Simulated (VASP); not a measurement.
Runs of VASP 6.6.1 on Sb. The structure is that of space group Pm-3m (No. 221), or close to it. The cells are those of the table. 

```tsv
cell	gap on the mesh (eV)	pressure (GPa)
a = 3.160, b = 3.160, c = 3.081 Å, 1 atom	none	(b)
a = 3.239, b = 3.239, c = 3.081 Å, 1 atom	none	-4.5
a = 3.081, b = 3.081, c = 3.239 Å, 1 atom	none	-2.2
a = 3.160, b = 3.160, c = 3.239 Å, 1 atom	none	-4.7
a = 3.239, b = 3.239, c = 3.002 Å, 1 atom	none	(a)
```

Alike in all rows: task single point; level r2SCAN; potentials or basis VASP PAW PBE potentials, release 64 (Sb); no spin polarisation; k mesh 16 × 16 × 16; cutoff (eV) 520; smearing gaussian 0.15 eV.

Fill in the values left out.

(a) -3.0; (b) -2.5.

Caveats: the PAW data sets were made with another functional, which shifts forces and pressure a little; spin-orbit coupling is left out, which moves the levels of the heavy elements; an odd number of electrons without spin polarisation forces a metal; a magnetic or distorted state may lie lower; the cell stands under tension (at least some runs); the stress differs along the axes, from -6 to 2 GPa (at least some runs).

A k mesh can miss the band edges, and the runs leave out spin-orbit coupling on Sb.

A gap of «none» marks levels without a gap at the run's occupations.
